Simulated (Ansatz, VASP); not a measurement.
Ni in VASP and in Ansatz

```xyz
1
Lattice="-1.3837 1.3837 1.3837 1.3837 -1.3837 1.3837 1.3837 1.3837 -1.3837" Properties=species:S:1:pos:R:3 pbc="T T T"
Ni    0.0000    0.0000    0.0000
```

Alike in both runs: task single point; functional PBEsol; k mesh 14 × 14 × 14; occupations gaussian, width 0.01 eV; collinear spin.

|  | VASP | Ansatz |
| --- | --- | --- |
| version | VASP 6.6.1 | Ansatz 0.2.0 |
| potentials or method | VASP PAW PBE potentials, release 64 (Ni), cutoff 520 eV | all-electron (LAPW or listed datasets) |

|  | VASP | Ansatz | Ansatz less VASP |
| --- | --- | --- | --- |
| net moment per atom (μB) | 0.53 | 0.53 | 0.000 |
| size of the moment on the site where the two differ most (μB) | 0.53 | 0.55 | +0.017 |

VASP's potentials were made for PBE, not for PBEsol. Site moments also hang on the region over which each program counts them. Ansatz ran all-electron here, and VASP with PAW potentials.
